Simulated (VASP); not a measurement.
# SnO2 (R-3m) in VASP: a series of runs, part 2 of 2

VASP 6.6.1.

**3. Single point, r2SCAN**

This run uses another cell than the first one, of 14.79 Å³/atom.

POSCAR reads:

```
SnO2
1.0
    1.6278026130      0.9398122768      4.8323855144
   -1.6278026130      0.9398122768      4.8323855144
    0.0000000000     -1.8796245536      4.8323855144
Sn O
1 2
Direct
    0.5000000000      0.5000000000      0.5000000000
    0.7628300000      0.7628300000      0.7628300000
    0.2371700000      0.2371700000      0.2371700000
```

INCAR.step1 reads:

```
PREC = Accurate
ENCUT = 520
ISMEAR = -1
SIGMA = 0.05
LREAL = False
LASPH = True
NELM = 100
NBANDS = 20
GGA = PE
ALGO = Normal
EDIFF = 1E-4
LWAVE = True
LCHARG = False
```

INCAR.step2 reads:

```
PREC = Accurate
ENCUT = 520
EDIFF = 1E-7
ISMEAR = -1
SIGMA = 0.05
LREAL = False
LASPH = True
NELM = 100
ALGO = Normal
ISIF = 2
LWAVE = False
LCHARG = False
METAGGA = R2SCAN
LMIXTAU = True
NBANDS = 20
ISTART = 1
```

KPOINTS reads:

```
Automatic mesh
0
Gamma
  10 10 10
```

Potentials or basis: VASP PAW PBE potentials, release 64 (Sn_d, O).

On the command line:

```bash
cat potpaw_PBE.64/Sn_d/POTCAR potpaw_PBE.64/O/POTCAR > POTCAR
cp INCAR.step1 INCAR
mpirun -np 1 vasp_std > vasp.out
cp INCAR.step2 INCAR
mpirun -np 1 vasp_std > vasp.out
```

OUTCAR:

```text
PREC = Accurate
   ENCUT = 520
   EDIFF = 1E-7
   ISMEAR = -1
   LREAL = False
   LASPH = True
   NELM = 100
   ISIF = 2
   METAGGA = R2SCAN
   ISTART = 1

 ion  position               nearest neighbor table
   1  0.500  0.500  0.500-   3 2.14   2 2.14   3 2.14   3 2.14   2 2.14   2 2.14
   2  0.763  0.763  0.763-   1 2.14   1 2.14   1 2.14
   3  0.237  0.237  0.237-   1 2.14   1 2.14   1 2.14

  LATTYP: Found a trigonal (rhomboedric) cell.
 ALAT       =     5.1850687770
 COS(alpha) =     0.8028828391

[... 743 lines left out ...]

  FORCE on cell =-STRESS in cart. coord.  units (eV):
  Direction    XX          YY          ZZ          XY          YZ          ZX
  --------------------------------------------------------------------------------------
  -------------------------------------------------------------------------------------
  Total       -2.6844759     -2.6844759     -2.0088287      0.0000000      0.0000000      0.0000000
  in kB      -96.9648675    -96.9648675    -72.5600889      0.0000000      0.0000000      0.0000000
  external PRESSURE =     -88.8299413 kB  Pullay stress =       0.0000000 kB

 VOLUME and BASIS-vectors are now :
 -----------------------------------------------------------------------------
  energy-cutoff  :      520.00
  volume of cell :       44.36
      direct lattice vectors                 reciprocal lattice vectors
     1.627802613  0.939812277  4.832385514     0.307162549  0.177340380  0.068979044
    -1.627802613  0.939812277  4.832385514    -0.307162549  0.177340380  0.068979044
     0.000000000 -1.879624554  4.832385514     0.000000000 -0.354680761  0.068979044

 POSITION                                       TOTAL-FORCE (eV/Angst)
 -----------------------------------------------------------------------------------
      0.00000      0.00000      7.24858        -0.000000      0.000000      0.000000
      0.00000      0.00000     11.05887         0.000000     -0.000000      0.754887
      0.00000      0.00000      3.43829         0.000000     -0.000000     -0.754887
 -----------------------------------------------------------------------------------
    total drift:                               -0.000000      0.000000      0.000000

  FREE ENERGIE OF THE ION-ELECTRON SYSTEM (eV)
  ---------------------------------------------------
  free  energy   TOTEN  =       -41.5833553376 eV

  energy  without entropy=      -41.5833553376  energy(sigma->0) =      -41.58335534
```

OUTCAR.step1:

```text
PREC = Accurate
   ENCUT = 520
   ISMEAR = -1
   LREAL = False
   LASPH = True
   NELM = 100
[... 775 lines left out ...]
      0.00000      0.00000      7.24858         0.000000      0.000000      0.000000
      0.00000      0.00000     11.05887        -0.000000     -0.000000      0.280719
      0.00000      0.00000      3.43829        -0.000000      0.000000     -0.280719
 -----------------------------------------------------------------------------------
    total drift:                               -0.000000      0.000000      0.000000

  FREE ENERGIE OF THE ION-ELECTRON SYSTEM (eV)
  ---------------------------------------------------
  free  energy   TOTEN  =       -18.1933633427 eV

  energy  without entropy=      -18.1933633419  energy(sigma->0) =      -18.19336334
```

OSZICAR.step1:

```text
N       E                     dE             d eps       ncg     rms          rms(c)
DAV:   1     0.260088176176E+03    0.26009E+03   -0.13974E+04  4876   0.190E+03
DAV:   2     0.955519769654E+01   -0.25053E+03   -0.23685E+03  5068   0.497E+02
DAV:   3    -0.201840053482E+02   -0.29739E+02   -0.29391E+02  5416   0.144E+02
DAV:   4    -0.210869498331E+02   -0.90294E+00   -0.90214E+00  5104   0.271E+01
DAV:   5    -0.211050778714E+02   -0.18128E-01   -0.18127E-01  5652   0.408E+00    0.105E+01
DAV:   6    -0.182211215927E+02    0.28840E+01   -0.11635E+01  7072   0.572E+01    0.435E+00
DAV:   7    -0.182099256688E+02    0.11196E-01   -0.67631E-01  4756   0.675E+00    0.209E+00
DAV:   8    -0.181935701996E+02    0.16355E-01   -0.73304E-02  4880   0.272E+00    0.467E-01
DAV:   9    -0.181927234524E+02    0.84675E-03   -0.11044E-02  6572   0.140E+00    0.946E-02
DAV:  10    -0.181933274593E+02   -0.60401E-03   -0.18215E-03  4800   0.351E-01    0.363E-02
DAV:  11    -0.181933633427E+02   -0.35883E-04   -0.42323E-05  3824   0.690E-02
   1 F= -.18193363E+02 E0= -.18193363E+02  d E =-.810004E-09
```

It took 6.6 min on 1 thread of Intel Xeon 6975P-C (Granite Rapids), shared host; peak memory 0.31 GiB.

Results:

- Free energy: -41.5834 eV
- Pressure: -8.9 GPa
- Largest force: 0.755 eV/Å
- Band gap on the k mesh: 2.29 eV (least direct gap 2.39 eV)

Forces on the atoms (eV/Å):
```
Sn   0.000  0.000  0.000
O    0.000  0.000  0.755
O    0.000  0.000 -0.755
```

Caveat: the cell stands under tension; the PAW data sets were made with another functional, which shifts forces and pressure a little; spin-orbit coupling is left out, which moves the levels of the heavy elements. A k mesh can miss the band edges.
